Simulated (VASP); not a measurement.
# F2 in VASP: single point with PBEsol

Aim: the single point of F2 with PBEsol.

Everything below comes from runs of VASP 6.6.1. Logs are shortened: lines on timing, memory, paths and dates and some standing lists are left out, and cuts for length are marked.

## 1. The cell of the first run

The cell holds a molecule in a box, 2 atoms: a = 9.000 Å, b = 9.500 Å, c = 10.000 Å, α = 90.00°, β = 90.00°, γ = 90.00°.

## 2. Single point, PBEsol

Contents of INCAR:

```
ALGO = Normal
EDIFF = 1E-7
ENCUT = 520
GGA = PS
ISIF = 2
ISMEAR = 0
LASPH = True
LCHARG = False
LREAL = False
LWAVE = False
NBANDS = 14
NELM = 60
PREC = Accurate
SIGMA = 0.05
```

Contents of KPOINTS:

```
k-points
0
Gamma
  1 1 1
```

Contents of POSCAR:

```
F
1.0
    9.0000000000      0.0000000000      0.0000000000
    0.0000000000      9.5000000000      0.0000000000
    0.0000000000      0.0000000000     10.0000000000
F
2
Direct
    0.5000000000      0.5000000000      0.4300891195
    0.5000000000      0.5000000000      0.5699108805
```

Potentials or basis: VASP PAW PBE potentials, release 64 (F).

Command:

```bash
$ cat potpaw_PBE.64/F/POTCAR > POTCAR
$ mpirun -np 1 vasp_gam > vasp.out
```

OUTCAR:

```text
EDIFF = 1E-7
   ENCUT = 520
   GGA = PS
   ISIF = 2
   ISMEAR = 0
   LASPH = True
   LREAL = False
   NELM = 60
   PREC = Accurate

 ion  position               nearest neighbor table
   1  0.500  0.500  0.430-   2 1.40
   2  0.500  0.500  0.570-   1 1.40

  LATTYP: Found a simple orthorhombic cell.
 ALAT       =     9.0000000000
 B/A-ratio  =     1.0555555556
 C/A-ratio  =     1.1111111111

  Lattice vectors:

 A1 = (   9.0000000000,   0.0000000000,   0.0000000000)
 A2 = (   0.0000000000,   9.5000000000,   0.0000000000)
 A3 = (   0.0000000000,   0.0000000000,  10.0000000000)

Analysis of symmetry for initial positions (statically):
=====================================================================
 Subroutine PRICEL returns:
 Original cell was already a primitive cell.

 Routine SETGRP: Setting up the symmetry group for a
 simple orthorhombic supercell.

 Subroutine GETGRP returns: Found  8 space group operations
 (whereof  8 operations were pure point group operations)
 out of a pool of  8 trial point group operations.

The static configuration has the point symmetry D_2h.

Analysis of symmetry for dynamics (positions and initial velocities):
=====================================================================
 Subroutine PRICEL returns:
 Original cell was already a primitive cell.

 Routine SETGRP: Setting up the symmetry group for a
 simple orthorhombic supercell.

 Subroutine GETGRP returns: Found  8 space group operations
 (whereof  8 operations were pure point group operations)
 out of a pool of  8 trial point group operations.

The dynamic configuration has the point symmetry D_2h.

 Subroutine INISYM returns: Found  8 space group operations
 (whereof  8 operations are pure point group operations),
 and found     1 'primitive' translations

----------------------------------------------------------------------------------------

                                     Primitive cell

  volume of cell :     855.0000

  direct lattice vectors                    reciprocal lattice vectors
     9.000000000  0.000000000  0.000000000     0.111111111  0.000000000  0.000000000
     0.000000000  9.500000000  0.000000000     0.000000000  0.105263158  0.000000000
     0.000000000  0.000000000 10.000000000     0.000000000  0.000000000  0.100000000

  length of vectors
     9.000000000  9.500000000 10.000000000     0.111111111  0.105263158  0.100000000

  position of ions in fractional coordinates (direct lattice)
     0.500000000  0.500000000  0.430089120
     0.500000000  0.500000000  0.569910880

  ion indices of the primitive-cell ions
   primitive index   ion index
                 1           1
                 2           2

----------------------------------------------------------------------------------------

 KPOINTS: k-points

Automatic generation of k-mesh.
 Grid dimensions read from file:
 generate k-points for:    1    1    1

 Generating k-lattice:

  Cartesian coordinates                     Fractional coordinates (reciprocal lattice)
     0.111111111  0.000000000  0.000000000     1.000000000  0.000000000  0.000000000
     0.000000000  0.105263158  0.000000000     0.000000000  1.000000000  0.000000000
     0.000000000  0.000000000  0.100000000     0.000000000  0.000000000  1.000000000

  Length of vectors
     0.111111111  0.105263158  0.100000000

  Shift w.r.t. Gamma in fractional coordinates (k-lattice)
     0.000000000  0.000000000  0.000000000

 Subroutine IBZKPT returns following result:
 ===========================================

 Found      1 irreducible k-points:

 Following reciprocal coordinates:
            Coordinates               Weight
  0.000000  0.000000  0.000000      1.000000
   k-points           NKPTS =      1   k-points in BZ     NKDIM =      1   number of bands    NBANDS=     14
   number of dos      NEDOS =    301   number of ions     NIONS =      2
   total plane-waves  NPLWV = 403200
   dimension x,y,z NGX =    70 NGY =   72 NGZ =   80
   dimension x,y,z NGXF=   140 NGYF=  144 NGZF=  160
   ions per type =               2
   NGX,Y,Z   is equivalent  to a cutoff of  12.93, 12.60, 13.30 a.u.
   NGXF,Y,Z  is equivalent  to a cutoff of  25.86, 25.20, 26.60 a.u.
 SYSTEM =  unknown system
   PREC   = accura    normal or accurate (medium, high low for compatibility)
   ISTART =      0    job   : 0-new  1-cont  2-samecut
   ICHARG =      2    charge: 1-file 2-atom 10-const
   ISPIN  =      1    spin polarized calculation?
   LNONCOLLINEAR =      F non collinear calculations
   LSORBIT =      F    spin-orbit coupling
   LASPH  =      T    aspherical Exc in radial PAW
   ENCUT  =  520.0 eV  38.22 Ry    6.18 a.u.  16.73 17.66 18.59*2*pi/ulx,y,z
   NELM   =     60;   NELMIN=  2; NELMDL= -5     # of ELM steps
   EDIFF  = 0.1E-06   stopping-criterion for ELM
   LREAL  =      F    real-space projection
   EDIFFG = 0.1E-05   stopping-criterion for IOM
   NSW    =      0    number of steps for IOM
   IBRION =     -1    ionic relax: 0-MD 1-quasi-New 2-CG
   NFREE  =      0    steps in history (QN), initial steepest desc. (CG)
   ISIF   =      2    stress and relaxation
   ISYM   =      2    0-nonsym 1-usesym 2-fastsym
   POTIM  = 0.5000    time-step for ionic-motion
   TEBEG  =    0.0;   TEEND  =   0.0 temperature during run
   PSTRESS=    0.0 pullay stress
   NELECT =      14.0000    total number of electrons
   NUPDOWN=      -1.0000    fix difference up-down
   EMIN   =  10.00;   EMAX   =-10.00  energy-range for DOS
   EFERMI =   0.00;   METHOD = LEGACY
   ISMEAR =     0;   SIGMA  =   0.05  broadening in eV -4-tet -1-fermi 0-gaus
   EFERMI_NEDOS =   21; number of points for ismear=-14 and -15
   IALGO  =     38    algorithm
   IMIX   =      4    mixing-type and parameters
     AMIX     =   0.40;   BMIX     =  1.00
     AMIX_MAG =   1.60;   BMIX_MAG =  1.00
  volume/ion in A,a.u.               =     427.50      2884.91
  Fermi-wavevector in a.u.,A,eV,Ry     =   0.415715  0.785587  2.351342  0.172819
  Thomas-Fermi vector in A             =   1.374838
   LORBIT       =      0    0 simple, 1 ext, 2 COOP (PROOUT), +10 PAW based schemes
   GGA     = PS    functional components
   LHFCALC =     F    Hartree Fock is set to
   AEXX    =    0.0000 exact exchange contribution
   IVDW    =     0    specifies the selected vdW correction
   LEPSILON=     F    determine dielectric tensor
   LRPA    =     F    only Hartree local field effects (RPA)
 non-spin polarized calculation
 Gauss-broadening in eV      SIGMA  =   0.05
  energy-cutoff  :      520.00
  volume of cell :      855.00
 maximum number of plane-waves:     11510
 NGX is ok and might be reduce to    70
   NGX = 33   NGY = 35   NGZ = 37

 number of electron      13.9999997 magnetization

 Free energy of the ion-electron system (eV)
  ---------------------------------------------------
  ext. energy  EPLUGINS =         0.00000000
  ---------------------------------------------------
  free energy    TOTEN  =        -3.86424761 eV

  energy without entropy =       -3.86424761  energy(sigma->0) =       -3.86424761

 E-fermi :  -8.9089     XC(G=0):  -0.5981

 val. band max:       -9.1757474863   @ k =   0.0000   0.0000   0.0000
 cond. band min:      -5.5197484337   @ k =   0.0000   0.0000   0.0000
 fundamental gap:      3.6559990526
 Fermi energy:        -8.9089356668

 k-point     1 :       0.0000    0.0000    0.0000
  band No.  band energies     occupation
      1     -34.0149      2.00000
      2     -27.2980      2.00000
      3     -15.3489      2.00000
      4     -12.7319      2.00000
      5     -12.7319      2.00000
      6      -9.1758      2.00000
      7      -9.1757      2.00000
      8      -5.5197      0.00000
      9      -0.2612      0.00000
     10       1.2351      0.00000
     11       1.2880      0.00000
     12       1.3872      0.00000
     13       1.5439      0.00000
     14       1.5565      0.00000

------------------------ aborting loop because EDIFF is reached ----------------------------------------

  FORCE on cell =-STRESS in cart. coord.  units (eV):
  Direction    XX          YY          ZZ          XY          YZ          ZX
  --------------------------------------------------------------------------------------
  -------------------------------------------------------------------------------------
  Total       -0.1224528     -0.1209402      0.5078515      0.0000000      0.0000000      0.0000000
  in kB       -0.2294633     -0.2266288      0.9516587      0.0000000      0.0000000      0.0000000
  external PRESSURE =       0.1651888 kB  Pullay stress =       0.0000000 kB

 VOLUME and BASIS-vectors are now :
 -----------------------------------------------------------------------------
  energy-cutoff  :      520.00
  volume of cell :      855.00
      direct lattice vectors                 reciprocal lattice vectors
     9.000000000  0.000000000  0.000000000     0.111111111  0.000000000  0.000000000
     0.000000000  9.500000000  0.000000000     0.000000000  0.105263158  0.000000000
     0.000000000  0.000000000 10.000000000     0.000000000  0.000000000  0.100000000

 POSITION                                       TOTAL-FORCE (eV/Angst)
 -----------------------------------------------------------------------------------
      4.50000      4.75000      4.30089         0.000000      0.000000     -0.434673
      4.50000      4.75000      5.69911         0.000000      0.000000      0.434673
 -----------------------------------------------------------------------------------
    total drift:                                0.000000      0.000000      0.000000

  FREE ENERGIE OF THE ION-ELECTRON SYSTEM (eV)
  ---------------------------------------------------
  free  energy   TOTEN  =        -3.8642476123 eV

  energy  without entropy=       -3.8642476123  energy(sigma->0) =       -3.86424761
```

It took 54 s on 1 thread of AMD EPYC 7R43 (Zen 3), shared host; peak memory 0.7 GiB.

Results:

- Free energy: -3.8642 eV
- Largest force: 0.435 eV/Å
- Gap between the frontier levels: 3.66 eV

Forces in eV/Å, atoms in the order of the input:
```
F    0.000  0.000 -0.435
F    0.000  0.000  0.435
```

Caveat: the PAW data sets were made with another functional, which shifts forces and pressure a little.
